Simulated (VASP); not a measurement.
# Sr2IrWO6 (P1) in VASP: further runs

The runs below take Sr2IrWO6 through single point, with PBE.

Program: VASP 6.6.1. These are calculated values, not measurements. Logs are shortened: lines on timing, memory, paths and dates and some standing lists are left out, and cuts for length are marked.

### 1 The cell of the first run

The typed cell holds 10 atoms: a = 5.796 Å, b = 5.886 Å, c = 5.910 Å, α = 58.44°, β = 58.00°, γ = 59.04°.

### 2 Single point, PBE

File INCAR:

```
ALGO = Normal ; EDIFF = 1E-7
ENCUT = 520 ; GGA = PE
ISIF = 2 ; ISMEAR = -1
LASPH = True ; LCHARG = True
LELF = True ; LREAL = False
LVHAR = True ; LWAVE = False
NBANDS = 50 ; NELM = 100
PREC = Accurate ; SIGMA = 0.1
```

File KPOINTS:

```
Automatic mesh
0
Gamma
  3 3 3
  0.5 0.5 0.5
```

File POSCAR:

```
Sr2IrWO6
1.0
    0.1281410000      4.1341980000      4.0598870000
    4.2014580000      0.0669270000      4.1211010000
    4.1817350000      4.1756900000      0.0866490000
W Sr O Ir
1 2 6 1
Direct
    0.9814124803      0.9747138904      0.0239107334
    0.2092939727      0.3116932549      0.1948982281
    0.7936354091      0.7601402191      0.6928678073
    0.7646266462      0.2356739782      0.2318543992
    0.2790689743      0.7374603304      0.1903425774
    0.2518492664      0.7391795831      0.7226825254
    0.7498177804      0.2403325906      0.7872988877
    0.2280930830      0.2562450997      0.7230080099
    0.7430152583      0.7590453280      0.2526117069
    0.4809544933      0.4912571910      0.4612125243
```

Potentials or basis: VASP PAW PBE potentials, release 64 (W_sv, Sr_sv, O, Ir).

The run is started by

```
> cat potpaw_PBE.64/W_sv/POTCAR potpaw_PBE.64/Sr_sv/POTCAR potpaw_PBE.64/O/POTCAR potpaw_PBE.64/Ir/POTCAR > POTCAR
> mpirun -np 1 vasp_std > vasp.out
```

OUTCAR:

```text
EDIFF = 1E-7
   ENCUT = 520
   GGA = PE
   ISIF = 2
   ISMEAR = -1
   LASPH = True
   LREAL = False
   NELM = 100
   PREC = Accurate

 ion  position               nearest neighbor table
   1  0.981  0.975  0.024-   9 1.84   7 1.93   5 1.94   4 1.95   8 2.15   6 2.22   2 3.16   3 3.17
                             3 3.59   2 3.59   2 3.63   3 3.74   3 3.78   2 3.92
   2  0.209  0.312  0.195-   6 2.60   9 2.64   4 2.72   5 2.72   7 2.74   8 2.91   8 3.02   7 3.04
                             4 3.13   9 3.14   1 3.16   6 3.18   5 3.20  10 3.39  10 3.48  10 3.49
   3  0.794  0.760  0.693-   6 2.69   4 2.70   8 2.72   9 2.77   5 2.82   5 2.87   7 2.93   7 3.02
                             4 3.06   8 3.06   6 3.11   9 3.16   1 3.17  10 3.20  10 3.48   1 3.59
   4  0.765  0.236  0.232-   1 1.95  10 2.01   3 2.70   2 2.72   3 3.06   2 3.13
   5  0.279  0.737  0.190-   1 1.94  10 1.96   2 2.72   3 2.82   3 2.87   2 3.20
   6  0.252  0.739  0.723-  10 2.11   1 2.22   2 2.60   3 2.69   3 3.11   2 3.18
   7  0.750  0.240  0.787-   1 1.93  10 2.48   2 2.74   3 2.93   3 3.02   2 3.04
   8  0.228  0.256  0.723-  10 1.97   1 2.15   3 2.72   2 2.91   2 3.02   3 3.06
   9  0.743  0.759  0.253-   1 1.84  10 2.18   2 2.64   3 2.77   2 3.14   3 3.16
  10  0.481  0.491  0.461-   5 1.96   8 1.97   4 2.01   6 2.11   9 2.18   7 2.48   3 3.20   2 3.39
                             2 3.48   3 3.48   2 3.49   3 3.62   2 3.89   3 3.94

  LATTYP: Found a triclinic cell.
 ALAT       =     9.8771205690
 B/A-ratio  =     0.5828208738
 C/A-ratio  =     0.5983756707
 COS(alpha) =     0.0016216653
 COS(beta)  =     0.2883924608
 COS(gamma) =     0.8659725778

  Lattice vectors:

 A1 = (  -8.1269110000,   4.0257790000,   3.9120240000)
 A2 = (  -4.0733170000,   4.0672710000,  -0.0612140000)
 A3 = (  -4.1817350000,  -4.1756900000,  -0.0866490000)

Analysis of symmetry for initial positions (statically):
=====================================================================
 Subroutine PRICEL returns:
 Original cell was already a primitive cell.

 Routine SETGRP: Setting up the symmetry group for a
 triclinic supercell.

 Subroutine GETGRP returns: Found  1 space group operations
 (whereof  1 operations were pure point group operations)
 out of a pool of  2 trial point group operations.

The static configuration has the point symmetry C_1 .

Analysis of symmetry for dynamics (positions and initial velocities):
=====================================================================
 Subroutine PRICEL returns:
 Original cell was already a primitive cell.

 Routine SETGRP: Setting up the symmetry group for a
 triclinic supercell.

 Subroutine GETGRP returns: Found  1 space group operations
 (whereof  1 operations were pure point group operations)
 out of a pool of  2 trial point group operations.

The dynamic configuration has the point symmetry C_1 .

 Subroutine INISYM returns: Found  1 space group operations
 (whereof  1 operations are pure point group operations),
 and found     1 'primitive' translations

----------------------------------------------------------------------------------------

                                     Primitive cell

  volume of cell :     137.6270

  direct lattice vectors                    reciprocal lattice vectors
     0.128141000  4.134198000  4.059887000    -0.124994649  0.122572589  0.125441321
     4.201458000  0.066927000  4.121101000     0.120576653 -0.123277161  0.121727865
     4.181735000  4.175690000  0.086649000     0.121820057  0.120102598 -0.126145892

  length of vectors
     5.795748068  5.885592749  5.910228645     0.215367655  0.211077381  0.212550103

  position of ions in fractional coordinates (direct lattice)
     0.981412480  0.974713890  0.023910733
     0.209293973  0.311693255  0.194898228
     0.793635409  0.760140219  0.692867807
     0.764626646  0.235673978  0.231854399
     0.279068974  0.737460330  0.190342577
     0.251849266  0.739179583  0.722682525
     0.749817780  0.240332591  0.787298888
     0.228093083  0.256245100  0.723008010
     0.743015258  0.759045328  0.252611707
     0.480954493  0.491257191  0.461212524

  ion indices of the primitive-cell ions
   primitive index   ion index
                 1           1
                 2           2
                 3           3
                 4           4
                 5           5
                 6           6
                 7           7
                 8           8
                 9           9
                10          10

----------------------------------------------------------------------------------------

 KPOINTS: Automatic mesh

Automatic generation of k-mesh.
 Grid dimensions read from file:
 generate k-points for:    3    3    3

 Generating k-lattice:

  Cartesian coordinates                     Fractional coordinates (reciprocal lattice)
    -0.041664883  0.040857530  0.041813774     0.333333333  0.000000000 -0.000000000
     0.040192218 -0.041092387  0.040575955    -0.000000000  0.333333333 -0.000000000
     0.040606686  0.040034199 -0.042048631     0.000000000  0.000000000  0.333333333

  Length of vectors
     0.071789218  0.070359127  0.070850034

  Shift w.r.t. Gamma in fractional coordinates (k-lattice)
     0.500000000  0.500000000  0.500000000

 Subroutine IBZKPT returns following result:
 ===========================================

 Found     14 irreducible k-points:

 Following reciprocal coordinates:
            Coordinates               Weight
  0.166667  0.166667  0.166667      2.000000
  0.500000  0.166667  0.166667      2.000000
 -0.166667  0.166667  0.166667      2.000000
  0.166667  0.500000  0.166667      2.000000
  0.500000  0.500000  0.166667      2.000000
 -0.166667  0.500000  0.166667      2.000000
  0.166667 -0.166667  0.166667      2.000000
  0.500000 -0.166667  0.166667      2.000000
 -0.166667 -0.166667  0.166667      2.000000
  0.166667  0.166667  0.500000      2.000000
  0.500000  0.166667  0.500000      2.000000
 -0.166667  0.166667  0.500000      2.000000
  0.166667  0.500000  0.500000      2.000000
  0.500000  0.500000  0.500000      1.000000
   k-points           NKPTS =     14   k-points in BZ     NKDIM =     14   number of bands    NBANDS=     50
   number of dos      NEDOS =    301   number of ions     NIONS =     10
   total plane-waves  NPLWV = 110592
   dimension x,y,z NGX =    48 NGY =   48 NGZ =   48
   dimension x,y,z NGXF=    96 NGYF=   96 NGZF=   96
   ions per type =               1   2   6   1
   NGX,Y,Z   is equivalent  to a cutoff of  13.77, 13.56, 13.50 a.u.
   NGXF,Y,Z  is equivalent  to a cutoff of  27.54, 27.12, 27.00 a.u.
 SYSTEM =  unknown system
   PREC   = accura    normal or accurate (medium, high low for compatibility)
   ISTART =      0    job   : 0-new  1-cont  2-samecut
   ICHARG =      2    charge: 1-file 2-atom 10-const
   ISPIN  =      1    spin polarized calculation?
   LNONCOLLINEAR =      F non collinear calculations
   LSORBIT =      F    spin-orbit coupling
   LASPH  =      T    aspherical Exc in radial PAW
   ENCUT  =  520.0 eV  38.22 Ry    6.18 a.u.  10.78 10.94 10.99*2*pi/ulx,y,z
   NELM   =    100;   NELMIN=  2; NELMDL= -5     # of ELM steps
   EDIFF  = 0.1E-06   stopping-criterion for ELM
   LREAL  =      F    real-space projection
   EDIFFG = 0.1E-05   stopping-criterion for IOM
   NSW    =      0    number of steps for IOM
   IBRION =     -1    ionic relax: 0-MD 1-quasi-New 2-CG
   NFREE  =      0    steps in history (QN), initial steepest desc. (CG)
   ISIF   =      2    stress and relaxation
   ISYM   =      2    0-nonsym 1-usesym 2-fastsym
   POTIM  = 0.5000    time-step for ionic-motion
   TEBEG  =    0.0;   TEEND  =   0.0 temperature during run
   PSTRESS=    0.0 pullay stress
   NELECT =      79.0000    total number of electrons
   NUPDOWN=      -1.0000    fix difference up-down
   EMIN   =  10.00;   EMAX   =-10.00  energy-range for DOS
   EFERMI =   0.00;   METHOD = LEGACY
   ISMEAR =    -1;   SIGMA  =   0.10  broadening in eV -4-tet -1-fermi 0-gaus
   EFERMI_NEDOS =   21; number of points for ismear=-14 and -15
   IALGO  =     38    algorithm
   IMIX   =      4    mixing-type and parameters
     AMIX     =   0.40;   BMIX     =  1.00
     AMIX_MAG =   1.60;   BMIX_MAG =  1.00
  volume/ion in A,a.u.               =      13.76        92.88
  Fermi-wavevector in a.u.,A,eV,Ry     =   1.360555  2.571075 25.185863  1.851109
  Thomas-Fermi vector in A             =   2.487207
   LORBIT       =      0    0 simple, 1 ext, 2 COOP (PROOUT), +10 PAW based schemes
   GGA     = PE    functional components
[... 5 lines left out ...]
 non-spin polarized calculation
  energy-cutoff  :      520.00
  volume of cell :      137.63
 maximum number of plane-waves:      3738
 NGX is ok and might be reduce to    48
   NGX = 21   NGY = 21   NGZ = 21

 number of electron      79.0000001 magnetization

 Free energy of the ion-electron system (eV)
  ---------------------------------------------------
  ext. energy  EPLUGINS =         0.00000000
  ---------------------------------------------------
  free energy    TOTEN  =       -73.35496481 eV

  energy without entropy =      -73.18333542  energy(sigma->0) =      -73.26915011

 E-fermi :   6.1443     XC(G=0): -10.8485

 val. band max:        6.1334373391   @ k =   0.1667   0.5000   0.1667
 cond. band min:       6.1499978132   @ k =   0.1667   0.5000   0.5000
 fundamental gap:      0.0165604740
 Fermi energy:         6.1442984080

 k-point     1 :       0.1667    0.1667    0.1667
  band No.  band energies     occupation
      1     -70.7271      2.00000
      2     -35.1023      2.00000
      3     -34.9311      2.00000
      4     -34.9009      2.00000
      5     -30.0112      2.00000
      6     -29.9278      2.00000
[... 42 lines left out ...]
     49       9.9186      0.00000
     50      10.1364      0.00000
[... 687 lines left out ...]
     49      10.2631      0.00000
     50      10.4273      0.00000

------------------------ aborting loop because EDIFF is reached ----------------------------------------

  FORCE on cell =-STRESS in cart. coord.  units (eV):
  Direction    XX          YY          ZZ          XY          YZ          ZX
  --------------------------------------------------------------------------------------
  -------------------------------------------------------------------------------------
  Total       -4.6755500      1.8023945     -0.7076447     -0.4123717     -0.9847905     -0.5363300
  in kB      -54.4301560     20.9824758     -8.2380068     -4.8006018    -11.4643836     -6.2436558
  external PRESSURE =     -13.8952290 kB  Pullay stress =       0.0000000 kB

 VOLUME and BASIS-vectors are now :
 -----------------------------------------------------------------------------
  energy-cutoff  :      520.00
  volume of cell :      137.63
      direct lattice vectors                 reciprocal lattice vectors
     0.128141000  4.134198000  4.059887000    -0.124994649  0.122572589  0.125441321
     4.201458000  0.066927000  4.121101000     0.120576653 -0.123277161  0.121727865
     4.181735000  4.175690000  0.086649000     0.121820057  0.120102598 -0.126145892

 POSITION                                       TOTAL-FORCE (eV/Angst)
 -----------------------------------------------------------------------------------
      4.32097      4.22243      8.00339        -0.849173     -3.028746      4.147457
      2.15140      1.69996      2.15112        -0.778651      0.909408     -0.274967
      6.19278      6.22512      6.41472         0.539159      0.096310     -0.995651
      2.05771      4.14504      4.09562        -1.223379      1.042941     -0.216909
      3.93013      1.99789      4.18863        -0.205949     -1.998619     -0.140026
      6.15997      4.10836      4.13133         1.411445     -0.353706     -0.808782
      4.39810      6.40350      4.10283        -0.443362     -0.712029     -0.553734
      4.12926      3.97919      2.04469        -0.083721      0.371619     -1.421778
      4.34066      4.17740      6.16655        -0.629450      0.348451     -1.506604
      4.05430      3.94712      4.01711         2.263080      3.324368      1.770993
 -----------------------------------------------------------------------------------
    total drift:                                0.000177      0.000370     -0.000507

  FREE ENERGIE OF THE ION-ELECTRON SYSTEM (eV)
  ---------------------------------------------------
  free  energy   TOTEN  =       -73.3549648060 eV

  energy  without entropy=      -73.1833354229  energy(sigma->0) =      -73.26915011
```

It took 3 min on 1 thread of Intel Xeon Platinum 8488C (Sapphire Rapids), shared host; peak memory 0.37 GiB.

What came out:

```yaml
Free_energy: -73.3550 eV
Pressure: -1.4 GPa
Largest_force: 5.205 eV/Å
```

Forces on the atoms (eV/Å):
```
W   -0.849 -3.029  4.147
Sr  -0.779  0.909 -0.275
Sr   0.539  0.096 -0.996
O   -1.223  1.043 -0.217
O   -0.206 -1.999 -0.140
O    1.411 -0.354 -0.809
O   -0.443 -0.712 -0.554
O   -0.084  0.372 -1.422
O   -0.629  0.348 -1.507
Ir   2.263  3.324  1.771
```

Stress tensor (GPa, compression positive):
```
-5.44 -0.48 -0.62
-0.48  2.10 -1.15
-0.62 -1.15 -0.82
```

Caveat: the k points lie up to 0.45 Å⁻¹ apart; spin-orbit coupling is left out, which moves the levels of the heavy elements; an odd number of electrons without spin polarisation forces a metal; a magnetic or distorted state may lie lower.

### 3 Single point, PBE

File INCAR:

```
SYSTEM = Sr2IrWO6
ALGO = Normal
EDIFF = 1E-6
ENCUT = 520
GGA = PE
ISIF = 2
ISMEAR = -1
LASPH = .True.
LCHARG = .False.
LREAL = .False.
LWAVE = .False.
NBANDS = 50
NELM = 100
PREC = Accurate
SIGMA = 0.1
```

KPOINTS is that of step 2.

File POSCAR:

```
Sr2IrWO6
1.0
    0.1281410000      4.1341980000      4.0598870000
    4.2014580000      0.0669270000      4.1211010000
    4.1817350000      4.1756900000      0.0866490000
W Sr O Ir
1 2 6 1
Direct
    0.9821351673      0.9811413271      0.0170769166
    0.2110670606      0.3127858726      0.1928517586
    0.7915413025      0.7572568628      0.6955503402
    0.7879466257      0.1980044232      0.2283986105
    0.2465102080      0.7698365698      0.1531483752
    0.2270796105      0.7442472012      0.7440427082
    0.7359089893      0.2407279382      0.7871356182
    0.2101860794      0.2365947163      0.7441233799
    0.7367601739      0.7357881843      0.2688493320
    0.4864090098      0.4894834357      0.4659685433
```

Potentials or basis: VASP PAW PBE potentials, release 64 (W_sv, Sr_sv, O, Ir).

The run is started by

```
> cat potpaw_PBE.64/W_sv/POTCAR potpaw_PBE.64/Sr_sv/POTCAR potpaw_PBE.64/O/POTCAR potpaw_PBE.64/Ir/POTCAR > POTCAR
> mpirun -np 1 vasp_std > vasp.out
```

Run time: 2.3 min. Hardware: 1 thread of Intel Xeon Platinum 8488C (Sapphire Rapids), shared host; peak memory 0.38 GiB.

Results (log left out):

| Quantity | Value |
| --- | --- |
| Free energy | -72.9692 eV |
| Pressure | 5.5 GPa |
| Largest force | 10.259 eV/Å |

Forces on the atoms (eV/Å):
```
W   -3.041 -9.794  0.247
Sr  -0.678  0.847 -0.341
Sr   0.521  0.104 -0.885
O    5.026  0.556 -0.282
O   -1.396  8.875  0.374
O   -0.434 -0.788 -0.686
O   -0.267 -0.965 -0.680
O   -0.263 -0.250  1.438
O   -0.390  0.126  1.133
Ir   0.923  1.290 -0.319
```

Stress tensor (GPa, compression positive):
```
 2.35 -2.40 -0.70
-2.40 17.95  0.22
-0.70  0.22 -3.86
```

Levels at points of the mesh, in eV from the Fermi level:
```
           k point  band 35  band 36  band 37  band 38  band 39  band 40  band 41  band 42  band 43  band 44
(0.50, 0.50, 0.50)    -3.17    -2.90    -1.69    -1.45    -1.38     0.35     0.56     1.12     1.43     1.61
```

Caveat: the k points lie up to 0.45 Å⁻¹ apart; spin-orbit coupling is left out, which moves the levels of the heavy elements; an odd number of electrons without spin polarisation forces a metal; a magnetic or distorted state may lie lower.
